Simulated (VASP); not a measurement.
# Al3GaN4 (Pm) in VASP: further runs

Runs on Al3GaN4. Level: PBEsol. Tasks: single point.

All numbers are computed with VASP 6.6.1; they aren't measurements. Logs are shortened: lines on timing, memory, paths and dates and some standing lists are left out, and cuts for length are marked.

### 1 The cell of the first run

It takes space group Pm (No. 6, monoclinic). The conventional cell has a = 5.043 Å, b = 3.130 Å, c = 5.581 Å, α = 90.00°, β = 90.03°, γ = 90.00°. Within 2.5 Å of Al (site symmetry m) lie 4 N at 1.91 to 1.92 Å. Al (site symmetry m) has 4 N at 1.91 to 1.93 Å within 2.5 Å. Al (site symmetry m) has 4 N at 1.92 to 1.93 Å within 2.5 Å. Within 2.6 Å of Ga (site symmetry m) lie 4 N at 1.95 to 1.97 Å. N (site symmetry m) has 3 Al at 1.91 to 1.93 Å and 1 Ga at 1.97 Å within 2.5 Å. Within 2.5 Å of N (site symmetry m) lie 4 Al at 1.92 to 1.93 Å. N (site symmetry m) has 2 Al at 1.91 Å and 2 Ga at 1.95 Å within 2.5 Å. N (site symmetry m) has 3 Al at 1.91 to 1.92 Å and 1 Ga at 1.97 Å within 2.5 Å.

### 2 Single point, PBEsol

Input file INCAR:

```
SYSTEM = Al3GaN4
PREC = Accurate ; ENCUT = 520
EDIFF = 1E-6 ; ISMEAR = 0
SIGMA = 0.02 ; LREAL = .False.
LASPH = .True. ; NELM = 80
ALGO = Normal ; ISIF = 2
LWAVE = .False. ; LCHARG = .False.
GGA = PS ; NBANDS = 31
```

Input file KPOINTS:

```
regular mesh
0
Gamma
  6 8 4
  0 0 0
```

Input file POSCAR:

```
Al3GaN4
1.0
    5.0434080196      0.0000000000     -0.0000869255
    0.0000000000      3.1300738974      0.0000000000
   -0.0032061021      0.0000000000      5.5805317818
Al Ga N
3 1 4
Direct
    0.5013467319      0.5000000000      0.1666053511
    0.0020056588      0.5000000000      0.8353732110
    0.0022589502      0.0000000000      0.3324722263
    0.5008776425      0.0000000000      0.6653540368
    0.1102288404      0.0000000000      0.6637067819
    0.1211263349      0.5000000000      0.1645205496
    0.6237179584      0.5000000000      0.8428910672
    0.6220368830      0.0000000000      0.3290777760
```

Potentials or basis: VASP PAW PBE potentials, release 64 (Al, Ga_d, N).

On the command line:

```bash
cat potpaw_PBE.64/Al/POTCAR potpaw_PBE.64/Ga_d/POTCAR potpaw_PBE.64/N/POTCAR > POTCAR
mpirun -np 1 vasp_std > vasp.out
```

OUTCAR:

```text
SYSTEM = Al3GaN4
   PREC = Accurate
   ENCUT = 520
   EDIFF = 1E-6
   ISMEAR = 0
   LREAL = .False.
   LASPH = .True.
   NELM = 80
   ISIF = 2
   GGA = PS

 ion  position               nearest neighbor table
   1  0.501  0.500  0.167-   8 1.91   8 1.91   7 1.91   6 1.92   3 3.11   3 3.11   3 3.11   3 3.11
                             2 3.12   2 3.13
   2  0.002  0.500  0.835-   7 1.91   5 1.91   5 1.91   6 1.93   4 3.11   4 3.11   4 3.12   4 3.12
                             1 3.12   1 3.13   3 3.19   3 3.19   3 3.21   3 3.21
   3  0.002  0.000  0.332-   8 1.92   6 1.92   6 1.92   5 1.93   1 3.11   1 3.11   1 3.11   1 3.11
                             4 3.13   4 3.14   2 3.19   2 3.19   2 3.21   2 3.21
   4  0.501  0.000  0.665-   7 1.95   7 1.95   5 1.97   8 1.97   2 3.11   2 3.11   2 3.12   2 3.12
                             3 3.13   3 3.14
   5  0.110  0.000  0.664-   2 1.91   2 1.91   3 1.93   4 1.97
   6  0.121  0.500  0.165-   1 1.92   3 1.92   3 1.92   2 1.93
   7  0.624  0.500  0.843-   2 1.91   1 1.91   4 1.95   4 1.95
   8  0.622  0.000  0.329-   1 1.91   1 1.91   3 1.92   4 1.97

  LATTYP: Found a simple monoclinic cell.
 ALAT       =     5.0434080203
 B/A-ratio  =     0.6206267438
 C/A-ratio  =     1.1065003427
 COS(beta)  =    -0.0005917509

  Lattice vectors:

 A1 = (   5.0434080196,   0.0000000000,  -0.0000869255)
 A2 = (   0.0000000000,   3.1300738974,   0.0000000000)
 A3 = (  -0.0032061021,   0.0000000000,   5.5805317818)

Analysis of symmetry for initial positions (statically):
=====================================================================
 Subroutine PRICEL returns:
 Original cell was already a primitive cell.

 Routine SETGRP: Setting up the symmetry group for a
 simple monoclinic supercell.

 Subroutine GETGRP returns: Found  2 space group operations
 (whereof  2 operations were pure point group operations)
 out of a pool of  4 trial point group operations.

The static configuration has the point symmetry C_1h.

Analysis of symmetry for dynamics (positions and initial velocities):
=====================================================================
 Subroutine PRICEL returns:
 Original cell was already a primitive cell.

 Routine SETGRP: Setting up the symmetry group for a
 simple monoclinic supercell.

 Subroutine GETGRP returns: Found  2 space group operations
 (whereof  2 operations were pure point group operations)
 out of a pool of  4 trial point group operations.

The dynamic configuration has the point symmetry C_1h.

 Subroutine INISYM returns: Found  2 space group operations
 (whereof  2 operations are pure point group operations),
 and found     1 'primitive' translations

----------------------------------------------------------------------------------------

                                     Primitive cell

  volume of cell :      88.0956

  direct lattice vectors                    reciprocal lattice vectors
     5.043408020  0.000000000 -0.000086926     0.198278625  0.000000000  0.000113914
     0.000000000  3.130073897  0.000000000     0.000000000  0.319481275  0.000000000
    -0.003206102  0.000000000  5.580531782     0.000003088  0.000000000  0.179194394

  length of vectors
     5.043408020  3.130073897  5.580532703     0.198278658  0.319481275  0.179194394

  position of ions in fractional coordinates (direct lattice)
     0.501346732  0.500000000  0.166605351
     0.002005659  0.500000000  0.835373211
     0.002258950  0.000000000  0.332472226
     0.500877643  0.000000000  0.665354037
     0.110228840  0.000000000  0.663706782
     0.121126335  0.500000000  0.164520550
     0.623717958  0.500000000  0.842891067
     0.622036883  0.000000000  0.329077776

  ion indices of the primitive-cell ions
   primitive index   ion index
                 1           1
                 2           2
                 3           3
                 4           4
                 5           5
                 6           6
                 7           7
                 8           8

----------------------------------------------------------------------------------------

 KPOINTS: regular mesh

Automatic generation of k-mesh.
 Grid dimensions read from file:
 generate k-points for:    6    8    4

 Generating k-lattice:

  Cartesian coordinates                     Fractional coordinates (reciprocal lattice)
     0.033046438  0.000000000  0.000018986     0.166666667  0.000000000 -0.000000000
     0.000000000  0.039935159  0.000000000     0.000000000  0.125000000  0.000000000
     0.000000772  0.000000000  0.044798598     0.000000000  0.000000000  0.250000000

  Length of vectors
     0.033046443  0.039935159  0.044798598

  Shift w.r.t. Gamma in fractional coordinates (k-lattice)
     0.000000000  0.000000000  0.000000000

 Subroutine IBZKPT returns following result:
 ===========================================

 Found     70 irreducible k-points:

 Following reciprocal coordinates:
[... 75 lines left out ...]

  energy without entropy =      -59.98089325  energy(sigma->0) =      -59.98089325

 E-fermi :   5.6744     XC(G=0): -11.1846

 val. band max:        5.5652282126   @ k =   0.0000   0.0000   0.0000
 cond. band min:       8.7536096992   @ k =   0.0000   0.0000   0.0000
 fundamental gap:      3.1883814866
 Fermi energy:         5.6744299410

 k-point     1 :       0.0000    0.0000    0.0000
  band No.  band energies     occupation
      1      -9.6504      2.00000
      2      -8.3809      2.00000
      3      -8.3376      2.00000
      4      -7.4235      2.00000
      5      -7.3239      2.00000
      6      -7.2461      2.00000
[... 23 lines left out ...]
     30      16.0410      0.00000
     31      16.5825      0.00000

 k-point     2 :       0.1667    0.0000   -0.0000
  band No.  band energies     occupation
      1      -9.5538      2.00000
      2      -8.4015      2.00000
      3      -8.3251      2.00000
      4      -7.4880      2.00000
      5      -7.3241      2.00000
      6      -7.2486      2.00000
[... 23 lines left out ...]
     30      16.0926      0.00000
     31      16.5472      0.00000

 k-point     3 :       0.3333    0.0000   -0.0000
  band No.  band energies     occupation
      1      -9.2879      2.00000
      2      -8.5236      2.00000
      3      -8.3040      2.00000
      4      -7.6270      2.00000
      5      -7.3245      2.00000
      6      -7.2539      2.00000
[... 23 lines left out ...]
     30      15.9031      0.00000
     31      16.0976      0.00000

 k-point     4 :       0.5000    0.0000    0.0000
  band No.  band energies     occupation
      1      -9.0232      2.00000
      2      -8.7314      2.00000
      3      -8.2972      2.00000
      4      -7.6867      2.00000
      5      -7.3247      2.00000
      6      -7.2569      2.00000
[... 23 lines left out ...]
     30      15.9976      0.00000
     31      16.2237      0.00000

 k-point     5 :       0.0000    0.1250    0.0000
  band No.  band energies     occupation
      1      -9.5137      2.00000
      2      -8.3613      2.00000
      3      -8.2887      2.00000
      4      -7.4405      2.00000
      5      -7.2379      2.00000
      6      -7.2351      2.00000
[... 23 lines left out ...]
     30      16.1083      0.00000
     31      16.2691      0.00000
[... 542 lines left out ...]
     30      16.4268      0.00000
     31      16.5289      0.00000

 k-point    22 :       0.1667    0.0000    0.2500
  band No.  band energies     occupation
      1      -9.3899      2.00000
      2      -8.5208      2.00000
      3      -8.3133      2.00000
      4      -7.6215      2.00000
      5      -7.3243      2.00000
      6      -7.2482      2.00000
[... 23 lines left out ...]
     30      16.0775      0.00000
     31      16.5709      0.00000

 k-point    23 :       0.3333    0.0000    0.2500
  band No.  band energies     occupation
      1      -9.1432      2.00000
      2      -8.4558      2.00000
      3      -8.3916      2.00000
      4      -7.7250      2.00000
      5      -7.3247      2.00000
      6      -7.2452      2.00000
[... 23 lines left out ...]
     30      15.7997      0.00000
     31      16.2841      0.00000

 k-point    24 :       0.5000    0.0000    0.2500
  band No.  band energies     occupation
      1      -8.9190      2.00000
      2      -8.6022      2.00000
      3      -8.3358      2.00000
      4      -7.8045      2.00000
      5      -7.3248      2.00000
      6      -7.2481      2.00000
[... 23 lines left out ...]
     30      15.8058      0.00000
     31      16.4519      0.00000

 [... further k-points ...]

------------------------ aborting loop because EDIFF is reached ----------------------------------------

  FORCE on cell =-STRESS in cart. coord.  units (eV):
  Direction    XX          YY          ZZ          XY          YZ          ZX
  --------------------------------------------------------------------------------------
  -------------------------------------------------------------------------------------
  Total       -1.5996440     -1.9662686     -5.8726723      0.0000000      0.0000000     -0.0130992
  in kB      -29.0924057    -35.7601356   -106.8051204      0.0000000      0.0000000     -0.2382321
  external PRESSURE =     -57.2192205 kB  Pullay stress =       0.0000000 kB

 VOLUME and BASIS-vectors are now :
 -----------------------------------------------------------------------------
  energy-cutoff  :      520.00
  volume of cell :       88.10
      direct lattice vectors                 reciprocal lattice vectors
     5.043408020  0.000000000 -0.000086926     0.198278625  0.000000000  0.000113914
     0.000000000  3.130073897  0.000000000     0.000000000  0.319481275  0.000000000
    -0.003206102  0.000000000  5.580531782     0.000003088  0.000000000  0.179194394

 POSITION                                       TOTAL-FORCE (eV/Angst)
 -----------------------------------------------------------------------------------
      2.52796      1.56504      0.92970         0.003066      0.000000      0.001491
      0.00744      1.56504      4.66183         0.001466      0.000000     -0.003089
      0.01033      0.00000      1.85537        -0.000692      0.000000      0.003263
      2.52400      0.00000      3.71299         0.008663      0.000000      0.004983
      0.55380      0.00000      3.70383         0.003004      0.000000     -0.001858
      0.61036      1.56504      0.91810        -0.005189      0.000000      0.003367
      3.14296      1.56504      4.70373        -0.004261      0.000000     -0.011439
      3.13613      0.00000      1.83637        -0.006057      0.000000      0.003283
 -----------------------------------------------------------------------------------
    total drift:                               -0.000119      0.000000      0.000183

  FREE ENERGIE OF THE ION-ELECTRON SYSTEM (eV)
  ---------------------------------------------------
  free  energy   TOTEN  =       -59.9808932502 eV

  energy  without entropy=      -59.9808932502  energy(sigma->0) =      -59.98089325
```

Run time: 2 min. Hardware: 1 thread of Intel Xeon Platinum 8488C (Sapphire Rapids), shared host; peak memory 0.3 GiB.

What came out:

```
Free energy            : -59.9809 eV
Pressure               : -5.7 GPa
Largest force          : 0.012 eV/Å
Band gap on the k mesh : 3.19 eV
```

Forces on the atoms (eV/Å):
```
Al   0.003  0.000  0.001
Al   0.001  0.000 -0.003
Al  -0.001  0.000  0.003
Ga   0.009  0.000  0.005
N    0.003  0.000 -0.002
N   -0.005  0.000  0.003
N   -0.004  0.000 -0.011
N   -0.006  0.000  0.003
```

Stress tensor (GPa, compression positive):
```
 -2.91   0.00  -0.02
  0.00  -3.58   0.00
 -0.02   0.00 -10.68
```

Caveat: the cell stands under tension; the PAW data sets were made with another functional, which shifts forces and pressure a little.

### 3 Single point, PBEsol (9.41 Å³/atom)

This run uses another cell than the first one, of 9.41 Å³/atom.

Input file INCAR:

```
ALGO = Normal
EDIFF = 1E-6
ENCUT = 520
GGA = PS
ISIF = 2
ISMEAR = 0
LASPH = T
LCHARG = F
LREAL = F
LWAVE = F
NBANDS = 31
NELM = 80
PREC = Accurate
SIGMA = 0.02
```

Input file KPOINTS:

```
k-points
0
Gamma
  6 8 4
```

Input file POSCAR:

```
Al3GaN4
1.0
    4.8113863968      0.0000000000     -0.0007110649
    0.0000000000      3.0071956397      0.0000000000
   -0.0039697331      0.0000000000      5.2019701363
Al Ga N
3 1 4
Direct
    0.5013324414      0.5000000000      0.1676527271
    0.0022895433      0.5000000000      0.8352306620
    0.0022763023      0.0000000000      0.3312643801
    0.4996354840      0.0000000000      0.6657944159
    0.1091777154      0.0000000000      0.6662395348
    0.1219409421      0.5000000000      0.1675274192
    0.6243121565      0.5000000000      0.8403309435
    0.6226344149      0.0000000000      0.3259609175
```

Potentials or basis: VASP PAW PBE potentials, release 64 (Al, Ga_d, N).

On the command line:

```bash
cat potpaw_PBE.64/Al/POTCAR potpaw_PBE.64/Ga_d/POTCAR potpaw_PBE.64/N/POTCAR > POTCAR
mpirun -np 1 vasp_std > vasp.out
```

Wall time 52 s (1 thread of Intel Xeon 6975P-C (Granite Rapids), shared host); peak memory 0.26 GiB.

The run converged. Its results:

```yaml
Free_energy: -59.1187 eV
Pressure: 32.7 GPa
Largest_force: 0.043 eV/Å
Band_gap_on_the_k_mesh: 4.51 eV
```

Forces in eV/Å, atoms in the order of the input:
```
Al  -0.001  0.000  0.001
Al   0.001  0.000  0.001
Al   0.000  0.000 -0.001
Ga   0.006  0.000  0.006
N    0.027  0.000  0.000
N    0.001  0.000  0.000
N   -0.022  0.000 -0.036
N   -0.011  0.000  0.029
```

Levels at points of the mesh, in eV from the valence-band top:
```tsv
k point	band 19	band 20	band 21	band 22	band 23	band 24
(0.00, 0.00, 0.00)	-0.15	-0.04	0.00	4.51	5.74	6.22
(0.50, 0.00, 0.00)	-0.84	-0.38	-0.32	5.25	5.60	6.59
(0.00, 0.50, 0.00)	-2.07	-1.77	-1.66	5.72	5.75	8.09
(0.50, 0.50, 0.00)	-1.30	-1.26	-0.95	6.60	6.88	6.98
(0.00, 0.00, 0.50)	-0.66	-0.44	-0.23	6.37	6.54	7.62
(0.50, 0.00, 0.50)	-1.40	-1.33	-0.83	6.48	6.63	6.80
(0.00, 0.50, 0.50)	-2.13	-0.90	-0.72	5.48	5.84	6.07
(0.50, 0.50, 0.50)	-1.60	-1.58	-1.28	5.08	5.44	5.50
```

Caveat: the cell stands under pressure; the PAW data sets were made with another functional, which shifts forces and pressure a little. A k mesh can miss the band edges.

### 4 Single point, PBEsol (9.73 Å³/atom)

This run uses another cell than the first one, of 9.73 Å³/atom.

Input file INCAR:

```
ALGO = Normal
EDIFF = 1E-7
ENCUT = 520
GGA = PS
ISIF = 2
ISMEAR = 0
LASPH = True
LCHARG = True
LELF = True
LREAL = False
LVHAR = True
LWAVE = False
NBANDS = 31
NELM = 60
PREC = Accurate
SIGMA = 0.02
```

KPOINTS is that of step 3.

Input file POSCAR:

```
Al3GaN4
1.0
    4.8729522965      0.0000000000     -0.0004370444
    0.0000000000      3.0383551563      0.0000000000
   -0.0037161496      0.0000000000      5.2568765076
Al Ga N
3 1 4
Direct
    0.5009141479      0.5000000000      0.1675681202
    0.0017896324      0.5000000000      0.8351072481
    0.0018198823      0.0000000000      0.3313828429
    0.4994432861      0.0000000000      0.6659194473
    0.1098954998      0.0000000000      0.6662489775
    0.1221870285      0.5000000000      0.1674038303
    0.6246576279      0.5000000000      0.8402740467
    0.6228918950      0.0000000000      0.3260964869
```

On the command line:

```bash
cat potpaw_PBE.64/Al/POTCAR potpaw_PBE.64/Ga_d/POTCAR potpaw_PBE.64/N/POTCAR > POTCAR
mpirun -np 1 vasp_std > vasp.out
```

Wall time 57 s (1 thread of Intel Xeon 6975P-C (Granite Rapids), shared host); peak memory 0.28 GiB.

Results (log left out):

| Quantity | Value |
| --- | --- |
| Free energy | -59.5614 eV |
| Pressure | 22.6 GPa |
| Largest force | 0.041 eV/Å |
| Band gap on the k mesh | 4.25 eV |

Forces on the atoms (eV/Å):
```
Al   0.007  0.000  0.001
Al   0.008  0.000  0.000
Al   0.007  0.000 -0.001
Ga   0.012  0.000  0.006
N    0.017  0.000  0.001
N   -0.006  0.000  0.000
N   -0.029  0.000 -0.029
N   -0.017  0.000  0.022
```

Stress tensor (GPa, compression positive):
```
22.66  0.00 -0.01
 0.00 22.54  0.00
-0.01  0.00 22.55
```

Levels at points of the mesh, in eV from the valence-band top:
```tsv
k point	band 17	band 18	band 19	band 20	band 21	band 22	band 23	band 24	band 25	band 26
(0.00, 0.00, 0.00)	-1.01	-0.85	-0.13	-0.02	0.00	4.25	5.67	6.13	6.65	8.30
(0.50, 0.00, 0.00)	-1.39	-0.79	-0.78	-0.36	-0.30	5.14	5.49	6.34	6.77	9.07
(0.00, 0.50, 0.00)	-3.06	-2.10	-2.00	-1.71	-1.61	5.69	5.72	7.97	8.21	8.72
(0.50, 0.50, 0.00)	-3.24	-1.27	-1.27	-1.23	-0.94	6.48	6.77	6.85	6.86	8.89
(0.00, 0.00, 0.50)	-1.74	-0.65	-0.63	-0.43	-0.22	6.15	6.34	7.45	7.83	8.13
(0.50, 0.00, 0.50)	-1.54	-1.37	-1.32	-1.26	-0.80	6.33	6.50	6.67	6.86	8.89
(0.00, 0.50, 0.50)	-2.43	-2.17	-2.06	-0.86	-0.69	5.41	5.78	6.00	6.14	7.66
(0.50, 0.50, 0.50)	-1.76	-1.67	-1.54	-1.54	-1.26	4.98	5.35	5.41	5.45	8.38
```

Caveat: the cell stands under pressure; the PAW data sets were made with another functional, which shifts forces and pressure a little. A k mesh can miss the band edges.

### 5 Overview

```csv
cell,gap on the mesh (eV),pressure (GPa),largest force (eV/Å)
"a = 5.043, b = 3.130, c = 5.581 Å, 8 atoms, atomic positions A",3.19,-5.7,0.01
"a = 4.811, b = 3.007, c = 5.202 Å, angles 90.0, 90.1, 90.0°, 8 atoms, atomic positions B",4.51,32.7,0.04
"a = 4.873, b = 3.038, c = 5.257 Å, 8 atoms, atomic positions B",4.25,22.6,0.04
```

Alike in all rows: task single point; level PBEsol; potentials or basis VASP PAW PBE potentials, release 64 (Al, Ga_d, N); no spin polarisation; k mesh 6 × 8 × 4; cutoff (eV) 520; smearing gaussian 0.02 eV.

Caveats: the PAW data sets were made with another functional, which shifts forces and pressure a little; the cell stands under pressure (at least some runs); the cell stands under tension (at least some runs).

Total energies depend on the potentials used, so only differences within one code and one set of settings carry meaning.
